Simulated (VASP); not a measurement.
# CoPtO2 (R-3m) in VASP: a series of runs

Runs on CoPtO2. Level: PBE. Tasks: single point, relaxation of shape and atoms at fixed volume.

Program: VASP 6.6.1. These are calculated values, not measurements. Logs are shortened: lines on timing, memory, paths and dates and some standing lists are left out, and cuts for length are marked.

## (1) The cell of the first run

The structure is trigonal, space group R-3m (No. 166). Conventional cell: a = 2.969 Å, b = 2.969 Å, c = 17.454 Å, α = 90.00°, β = 90.00°, γ = 120.00°. Co (site symmetry -3m) has 6 O at 1.95 Å within 2.6 Å. Within 2.6 Å of Pt (site symmetry -3m) lie 2 O at 1.98 Å. O (site symmetry 3m) has 3 Co at 1.95 Å and 1 Pt at 1.98 Å and 3 O at 2.53 Å within 2.6 Å.

## (2) Single point, PBE (biaxial strain in the a-b plane: +4.0 %)

INCAR

```
SYSTEM = CoPtO2
  ALGO = Normal
  EDIFF = 1E-6
  ENCUT = 520
  GGA = PE
  ISIF = 2
  ISMEAR = 0
  LASPH = .True.
  LCHARG = .False.
  LREAL = .False.
  LWAVE = .False.
  NBANDS = 58
  NELM = 60
  PREC = Accurate
  SIGMA = 0.1
```

KPOINTS

```
k-points
0
Gamma
  12 12 2
  0 0 0
```

POSCAR

```
CoPtO2
1.0
    2.9689815535      0.0000000000      0.0000000000
   -1.4844907768      2.5712134487      0.0000000000
    0.0000000000      0.0000000000     17.4540559157
Co Pt O
3 3 6
Direct
    0.6666666667      0.3333333333      0.8333333333
    0.3333333333      0.6666666667      0.1666666667
    0.0000000000      0.0000000000      0.5000000000
    0.0000000000      0.0000000000      0.0000000000
    0.6666666667      0.3333333333      0.3333333333
    0.3333333333      0.6666666667      0.6666666667
    0.0000000000      0.0000000000      0.8868205799
    0.3333333333      0.6666666667      0.7798460868
    0.6666666667      0.3333333333      0.2201539132
    0.0000000000      0.0000000000      0.1131794201
    0.3333333333      0.6666666667      0.5534872465
    0.6666666667      0.3333333333      0.4465127535
```

Potentials or basis: VASP PAW PBE potentials, release 64 (Co, Pt, O).

Started as:

```console
$ cat potpaw_PBE.64/Co/POTCAR potpaw_PBE.64/Pt/POTCAR potpaw_PBE.64/O/POTCAR > POTCAR
$ mpirun -np 1 vasp_std > vasp.out
```

OUTCAR:

```text
SYSTEM = CoPtO2
   EDIFF = 1E-6
   ENCUT = 520
   GGA = PE
   ISIF = 2
   ISMEAR = 0
   LASPH = .True.
   LREAL = .False.
   NELM = 60
   PREC = Accurate

 ion  position               nearest neighbor table
   1  0.667  0.333  0.833-   8 1.95   8 1.95   8 1.95   7 1.95   7 1.95   7 1.95
   2  0.333  0.667  0.167-   9 1.95   9 1.95   9 1.95  10 1.95  10 1.95  10 1.95
   3  0.000  0.000  0.500-  11 1.95  12 1.95  12 1.95  11 1.95  12 1.95  11 1.95
   4  0.000  0.000  0.000-   7 1.98  10 1.98
   5  0.667  0.333  0.333-   9 1.98  12 1.98
   6  0.333  0.667  0.667-   8 1.98  11 1.98
   7  0.000  0.000  0.887-   1 1.95   1 1.95   1 1.95   4 1.98
   8  0.333  0.667  0.780-   1 1.95   1 1.95   1 1.95   6 1.98
   9  0.667  0.333  0.220-   2 1.95   2 1.95   2 1.95   5 1.98
  10  0.000  0.000  0.113-   2 1.95   2 1.95   2 1.95   4 1.98
  11  0.333  0.667  0.553-   3 1.95   3 1.95   3 1.95   6 1.98
  12  0.667  0.333  0.447-   3 1.95   3 1.95   3 1.95   5 1.98

  LATTYP: Found a hexagonal cell.
 ALAT       =     2.9689815535
 C/A-ratio  =     5.8788024113

  Lattice vectors:

 A1 = (   2.9689815535,   0.0000000000,   0.0000000000)
 A2 = (  -1.4844907768,   2.5712134487,   0.0000000000)
 A3 = (   0.0000000000,   0.0000000000,  17.4540559157)

Analysis of symmetry for initial positions (statically):
=====================================================================
 Subroutine PRICEL returns following result:

  LATTYP: Found a trigonal (rhomboedric) cell.
 ALAT       =     6.0652802668
 COS(alpha) =     0.8801927069

  Lattice vectors:

 A1 = (   1.4844907771,  -0.8570711497,  -5.8180186397)
 A2 = (  -1.4844907773,  -0.8570711492,  -5.8180186362)
 A3 = (   0.0000000003,   1.7141422990,  -5.8180186397)

   3 primitive cells build up your supercell.

 Routine SETGRP: Setting up the symmetry group for a
 hexagonal supercell.

 Subroutine GETGRP returns: Found 12 space group operations
 (whereof 12 operations were pure point group operations)
 out of a pool of 24 trial point group operations.

The static configuration has the point symmetry D_3d.

Analysis of symmetry for dynamics (positions and initial velocities):
=====================================================================
 Subroutine PRICEL returns following result:

  LATTYP: Found a trigonal (rhomboedric) cell.
 ALAT       =     6.0652802668
 COS(alpha) =     0.8801927069

  Lattice vectors:

 A1 = (   1.4844907771,  -0.8570711497,  -5.8180186397)
 A2 = (  -1.4844907773,  -0.8570711492,  -5.8180186362)
 A3 = (   0.0000000003,   1.7141422990,  -5.8180186397)

   3 primitive cells build up your supercell.

 Routine SETGRP: Setting up the symmetry group for a
 hexagonal supercell.

 Subroutine GETGRP returns: Found 12 space group operations
 (whereof 12 operations were pure point group operations)
 out of a pool of 24 trial point group operations.

The dynamic configuration has the point symmetry D_3d.

 Subroutine INISYM returns: Found 12 space group operations
 (whereof 12 operations are pure point group operations),
 and found     3 'primitive' translations

----------------------------------------------------------------------------------------

                                     Primitive cell

  volume of cell :      44.4141

  direct lattice vectors                    reciprocal lattice vectors
     1.484490777 -0.857071150 -5.818018640     0.336815834 -0.194460713 -0.057293274
    -1.484490777 -0.857071149 -5.818018636    -0.336815835 -0.194460713 -0.057293274
     0.000000000  1.714142299 -5.818018640    -0.000000000  0.388921426 -0.057293274

  length of vectors
     6.065280267  6.065280263  6.065280267     0.393118804  0.393118805  0.393118805

  position of ions in fractional coordinates (direct lattice)
     0.500000000  0.500000000  0.500000000
     0.000000000  0.000000000  0.000000000
     0.113179420  0.113179420  0.113179420
     0.886820580  0.886820580  0.886820580

  ion indices of the primitive-cell ions
   primitive index   ion index
                 1           1
                 2           4
                 3           9
                 4          12

----------------------------------------------------------------------------------------

 KPOINTS: k-points

Automatic generation of k-mesh.
 Grid dimensions read from file:
 generate k-points for:   12   12    2

 Generating k-lattice:

  Cartesian coordinates                     Fractional coordinates (reciprocal lattice)
     0.028067986  0.016205059  0.000000000     0.083333333  0.000000000  0.000000000
     0.000000000  0.032410119  0.000000000     0.000000000  0.083333333  0.000000000
     0.000000000  0.000000000  0.028646637     0.000000000  0.000000000  0.500000000

  Length of vectors
     0.032410119  0.032410119  0.028646637

  Shift w.r.t. Gamma in fractional coordinates (k-lattice)
     0.000000000  0.000000000  0.000000000

 Subroutine IBZKPT returns following result:
 ===========================================

 Found     38 irreducible k-points:

 Following reciprocal coordinates:
            Coordinates               Weight
  0.000000  0.000000  0.000000      1.000000
  0.083333 -0.000000  0.000000      6.000000
  0.166667 -0.000000  0.000000      6.000000
  0.250000  0.000000  0.000000      6.000000
  0.333333  0.000000  0.000000      6.000000
  0.416667  0.000000  0.000000      6.000000
[... 16 lines left out ...]
  0.250000  0.000000  0.500000      6.000000
  0.333333  0.000000  0.500000      6.000000
 [... further k-points ...]
   k-points           NKPTS =     38   k-points in BZ     NKDIM =     38   number of bands    NBANDS=     58
   number of dos      NEDOS =    301   number of ions     NIONS =     12
   total plane-waves  NPLWV =  80640
   dimension x,y,z NGX =    24 NGY =   24 NGZ =  140
   dimension x,y,z NGXF=    48 NGYF=   48 NGZF=  280
   ions per type =               3   3   6
   NGX,Y,Z   is equivalent  to a cutoff of  13.44, 13.44, 13.33 a.u.
   NGXF,Y,Z  is equivalent  to a cutoff of  26.88, 26.88, 26.67 a.u.
 SYSTEM =  CoPtO2
   PREC   = accura    normal or accurate (medium, high low for compatibility)
   ISTART =      0    job   : 0-new  1-cont  2-samecut
   ICHARG =      2    charge: 1-file 2-atom 10-const
   ISPIN  =      1    spin polarized calculation?
   LNONCOLLINEAR =      F non collinear calculations
   LSORBIT =      F    spin-orbit coupling
   LASPH  =      T    aspherical Exc in radial PAW
   ENCUT  =  520.0 eV  38.22 Ry    6.18 a.u.   5.52  5.52 32.45*2*pi/ulx,y,z
   NELM   =     60;   NELMIN=  2; NELMDL= -5     # of ELM steps
   EDIFF  = 0.1E-05   stopping-criterion for ELM
   LREAL  =      F    real-space projection
   EDIFFG = 0.1E-04   stopping-criterion for IOM
   NSW    =      0    number of steps for IOM
   IBRION =     -1    ionic relax: 0-MD 1-quasi-New 2-CG
   NFREE  =      0    steps in history (QN), initial steepest desc. (CG)
   ISIF   =      2    stress and relaxation
   ISYM   =      2    0-nonsym 1-usesym 2-fastsym
   POTIM  = 0.5000    time-step for ionic-motion
   TEBEG  =    0.0;   TEEND  =   0.0 temperature during run
   PSTRESS=    0.0 pullay stress
   NELECT =      93.0000    total number of electrons
   NUPDOWN=      -1.0000    fix difference up-down
   EMIN   =  10.00;   EMAX   =-10.00  energy-range for DOS
   EFERMI =   0.00;   METHOD = LEGACY
   ISMEAR =     0;   SIGMA  =   0.10  broadening in eV -4-tet -1-fermi 0-gaus
   EFERMI_NEDOS =   21; number of points for ismear=-14 and -15
   IALGO  =     38    algorithm
   IMIX   =      4    mixing-type and parameters
     AMIX     =   0.40;   BMIX     =  1.00
     AMIX_MAG =   1.60;   BMIX_MAG =  1.00
  volume/ion in A,a.u.               =      11.10        74.93
  Fermi-wavevector in a.u.,A,eV,Ry     =   1.452185  2.744231 28.692510  2.108840
  Thomas-Fermi vector in A             =   2.569596
   LORBIT       =      0    0 simple, 1 ext, 2 COOP (PROOUT), +10 PAW based schemes
   GGA     = PE    functional components
   LHFCALC =     F    Hartree Fock is set to
   AEXX    =    0.0000 exact exchange contribution
   IVDW    =     0    specifies the selected vdW correction
   LEPSILON=     F    determine dielectric tensor
   LRPA    =     F    only Hartree local field effects (RPA)
 non-spin polarized calculation
 Gauss-broadening in eV      SIGMA  =   0.10
  energy-cutoff  :      520.00
  volume of cell :      133.24
 maximum number of plane-waves:      3677
 NGX is ok and might be reduce to    24
   NGX = 11   NGY = 11   NGZ = 65

 number of electron      93.0000004 magnetization

 Free energy of the ion-electron system (eV)
  ---------------------------------------------------
  ext. energy  EPLUGINS =         0.00000000
  ---------------------------------------------------
  free energy    TOTEN  =       -78.80899018 eV

  energy without entropy =      -78.78116627  energy(sigma->0) =      -78.79507822

 E-fermi :   7.5497     XC(G=0): -12.2060

 val. band max:        7.5374988144   @ k =   0.3333   0.0833   0.5000
 cond. band min:       7.5689800343   @ k =   0.4167   0.0000   0.0000
 fundamental gap:      0.0314812199
 Fermi energy:         7.5496940480

 k-point     1 :       0.0000    0.0000    0.0000
  band No.  band energies     occupation
      1     -13.4494      2.00000
      2     -13.2535      2.00000
      3     -13.2535      2.00000
      4     -11.8902      2.00000
      5     -11.8902      2.00000
      6     -11.5786      2.00000
[... 50 lines left out ...]
     57      11.2222      0.00000
     58      12.7879      0.00000

 k-point     2 :       0.0833   -0.0000    0.0000
  band No.  band energies     occupation
      1     -13.3859      2.00000
      2     -13.1899      2.00000
      3     -13.1895      2.00000
      4     -11.8848      2.00000
      5     -11.8843      2.00000
      6     -11.5775      2.00000
[... 50 lines left out ...]
     57      11.4046      0.00000
     58      12.9910      0.00000

 k-point     3 :       0.1667   -0.0000    0.0000
  band No.  band energies     occupation
      1     -13.2070      2.00000
      2     -13.0110      2.00000
      3     -13.0082      2.00000
      4     -11.8732      2.00000
      5     -11.8694      2.00000
      6     -11.5769      2.00000
[... 1216 lines left out ...]
      3     -12.6480      2.00000
      4     -11.9833      2.00000
      5     -11.6720      2.00000
      6     -11.6627      2.00000
[... 50 lines left out ...]
     57      12.0473      0.00000
     58      14.5050      0.00000

 k-point    24 :       0.3333    0.0000    0.5000
  band No.  band energies     occupation
      1     -12.6032      2.00000
      2     -12.5902      2.00000
      3     -12.3415      2.00000
      4     -11.9926      2.00000
      5     -11.6932      2.00000
      6     -11.6771      2.00000
[... 50 lines left out ...]
     57      11.7861      0.00000
     58      15.6515      0.00000

 [... further k-points ...]

------------------------ aborting loop because EDIFF is reached ----------------------------------------

  FORCE on cell =-STRESS in cart. coord.  units (eV):
  Direction    XX          YY          ZZ          XY          YZ          ZX
  --------------------------------------------------------------------------------------
  -------------------------------------------------------------------------------------
  Total      -11.0514143    -11.0514143      4.9860506      0.0000000      0.0000000      0.0000000
  in kB     -132.8882090   -132.8882090     59.9549812      0.0000000      0.0000000      0.0000000
  external PRESSURE =     -68.6071456 kB  Pullay stress =       0.0000000 kB

 VOLUME and BASIS-vectors are now :
 -----------------------------------------------------------------------------
  energy-cutoff  :      520.00
  volume of cell :      133.24
      direct lattice vectors                 reciprocal lattice vectors
     2.968981553  0.000000000  0.000000000     0.336815835  0.194460713  0.000000000
    -1.484490777  2.571213449  0.000000000     0.000000000  0.388921426  0.000000000
     0.000000000  0.000000000 17.454055916     0.000000000  0.000000000  0.057293274

 POSITION                                       TOTAL-FORCE (eV/Angst)
 -----------------------------------------------------------------------------------
      1.48449      0.85707     14.54505        -0.000000     -0.000000      0.000000
     -0.00000      1.71414      2.90901        -0.000000     -0.000000      0.000000
      0.00000      0.00000      8.72703        -0.000000     -0.000000      0.000000
      0.00000      0.00000      0.00000        -0.000000     -0.000000      0.000000
      1.48449      0.85707      5.81802        -0.000000     -0.000000      0.000000
     -0.00000      1.71414     11.63604         0.000000     -0.000000      0.000000
      0.00000      0.00000     15.47862         0.000000     -0.000000     -0.465961
     -0.00000      1.71414     13.61148         0.000000      0.000000      0.465961
      1.48449      0.85707      3.84258         0.000000     -0.000000     -0.465961
      0.00000      0.00000      1.97544        -0.000000      0.000000      0.465961
     -0.00000      1.71414      9.66060         0.000000      0.000000     -0.465961
      1.48449      0.85707      7.79346         0.000000     -0.000000      0.465961
 -----------------------------------------------------------------------------------
    total drift:                               -0.000000      0.000000      0.000000

  FREE ENERGIE OF THE ION-ELECTRON SYSTEM (eV)
  ---------------------------------------------------
  free  energy   TOTEN  =       -78.8089901823 eV

  energy  without entropy=      -78.7811662653  energy(sigma->0) =      -78.79507822
```

Wall time 4 min (1 thread of Intel Xeon 6975P-C (Granite Rapids), shared host); peak memory 0.42 GiB.

What came out:

```
Free energy            : -78.8090 eV
Pressure               : -6.9 GPa
Largest force          : 0.466 eV/Å
Band gap on the k mesh : zero (an odd number of electrons rules out a gap without spin polarisation)
```

Forces in eV/Å, atoms in the order of the input:
```
Co   0.000  0.000  0.000
Co   0.000  0.000  0.000
Co   0.000  0.000  0.000
Pt   0.000  0.000  0.000
Pt   0.000  0.000  0.000
Pt   0.000  0.000  0.000
O    0.000  0.000 -0.466
O    0.000  0.000  0.466
O    0.000  0.000 -0.466
O    0.000  0.000  0.466
O    0.000  0.000 -0.466
O    0.000  0.000  0.466
```

Caveat: the cell differs from its parent crystal (biaxial strain in the a-b plane: +4.0 %); the stress differs along the axes, from -13 to 6 GPa; spin-orbit coupling is left out, which moves the levels of the heavy elements; an odd number of electrons without spin polarisation forces a metal; a magnetic or distorted state may lie lower; the run has no spin polarisation, though such a crystal can be magnetic; semilocal functionals often make such compounds metallic where correlation or magnetic order opens a gap, which also shifts bond lengths.

## (3) Single point, PBE (biaxial strain in the a-b plane: +4.0 %, then relaxed in part)

INCAR

```
SYSTEM = CoPtO2
PREC = Accurate
ENCUT = 520
EDIFF = 1E-7
ISMEAR = 0
SIGMA = 0.1
LREAL = .False.
LASPH = .True.
NELM = 60
ALGO = Normal
ISIF = 2
LWAVE = .False.
LCHARG = .False.
GGA = PE
NBANDS = 58
```

KPOINTS

```
Automatic mesh
0
Gamma
  12 12 2
  0 0 0
```

POSCAR

```
CoPtO2
1.0
    2.9689815535      0.0000000000      0.0000000000
   -1.4844907768      2.5712134487      0.0000000000
    0.0000000000      0.0000000000     17.5661446999
Co Pt O
3 3 6
Direct
    0.6666666667      0.3333333333      0.8333333333
    0.3333333333      0.6666666667      0.1666666667
    0.0000000000      0.0000000000      0.5000000000
    0.0000000000      0.0000000000      0.0000000000
    0.6666666667      0.3333333333      0.3333333333
    0.3333333333      0.6666666667      0.6666666667
    0.0000000000      0.0000000000      0.8860600989
    0.3333333333      0.6666666667      0.7806065678
    0.6666666667      0.3333333333      0.2193934322
    0.0000000000      0.0000000000      0.1139399011
    0.3333333333      0.6666666667      0.5527267655
    0.6666666667      0.3333333333      0.4472732345
```

Potentials or basis: VASP PAW PBE potentials, release 64 (Co, Pt, O).

Started as:

```console
$ cat potpaw_PBE.64/Co/POTCAR potpaw_PBE.64/Pt/POTCAR potpaw_PBE.64/O/POTCAR > POTCAR
$ mpirun -np 1 vasp_std > vasp.out
```

It took 5.3 min on 1 thread of Intel Xeon 6975P-C (Granite Rapids), shared host; peak memory 0.41 GiB.

The run converged. Its results:

| Quantity | Value |
| --- | --- |
| Free energy | -78.8448 eV |
| Pressure | -8.8 GPa |
| Largest force | 0.008 eV/Å |
| Band gap on the k mesh | zero (an odd number of electrons rules out a gap without spin polarisation) |

Forces in eV/Å, atoms in the order of the input:
```
Co   0.000  0.000  0.000
Co   0.000  0.000  0.000
Co   0.000  0.000  0.000
Pt   0.000  0.000  0.000
Pt   0.000  0.000  0.000
Pt   0.000  0.000  0.000
O    0.000  0.000  0.008
O    0.000  0.000 -0.008
O    0.000  0.000  0.008
O    0.000  0.000 -0.008
O    0.000  0.000  0.008
O    0.000  0.000 -0.008
```

Stress tensor (GPa, compression positive):
```
-13.37   0.00   0.00
  0.00 -13.37   0.00
  0.00   0.00   0.45
```

Levels at points of the mesh, in eV from the Fermi level:
```
           k point  band 45  band 46  band 47  band 48  band 49  band 50  band 51  band 52
(0.00, 0.00, 0.00)    -0.90    -0.90    -0.72    -0.72     1.50     1.50     1.50     1.50
(0.50, 0.00, 0.00)    -0.27     0.06     0.46     0.46     1.35     1.35     1.43     1.43
(0.00, 0.00, 0.50)    -0.93    -0.67    -0.67    -0.66     1.37     1.37     1.71     1.71
(0.50, 0.00, 0.50)    -0.27     0.16     0.16     0.74     1.17     1.23     1.56     1.56
```

Caveat: the cell differs from its parent crystal (biaxial strain in the a-b plane: +4.0 %, then relaxed in part); the stress differs along the axes, from -13 to 0 GPa; spin-orbit coupling is left out, which moves the levels of the heavy elements; an odd number of electrons without spin polarisation forces a metal; a magnetic or distorted state may lie lower; the run has no spin polarisation, though such a crystal can be magnetic; semilocal functionals often make such compounds metallic where correlation or magnetic order opens a gap, which also shifts bond lengths. Spin polarisation is off, so any magnetic state and its effect on volume and gap are missing.

(Part 1 of 2 ends here.)

The gap in the log of VASP goes by the Fermi energy; the results here count the filled bands.